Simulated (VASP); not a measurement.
A run of VASP 6.6.1:

File INCAR:

```
ALGO = Fast ; EDIFF = 1E-7
ENCUT = 520 ; ISIF = 2
ISMEAR = 0 ; LASPH = T
LCHARG = F ; LREAL = F
LWAVE = F ; NBANDS = 12
NELM = 80 ; PREC = Accurate
SIGMA = 0.1
```

Contents of KPOINTS:

```
k-points
0
Gamma
  24 24 24
```

Contents of POSCAR:

```
Ta
1.0
   -1.6265705318      1.6265705318      1.6265705318
    1.6265705318     -1.6265705318      1.6265705318
    1.6265705318      1.6265705318     -1.6265705318
Ta
1
Direct
    0.0000000000      0.0000000000      0.0000000000
```

Potentials or basis: VASP PAW LDA potentials, release 64 (Ta_pv).

Command:

```console
$ cat potpaw_LDA.64/Ta_pv/POTCAR > POTCAR
$ mpirun -np 1 vasp_std > vasp.out
```

Hardware: 1 thread of Intel(R) Xeon(R) Platinum 8488C (Sapphire Rapids) (shared host).

How long does it take, and how much memory?

Wall time 42 s on 1 thread of Intel(R) Xeon(R) Platinum 8488C (Sapphire Rapids), with other jobs on the host, peak memory 0.2 GiB. Counts: scf iterations 13, k points 413.
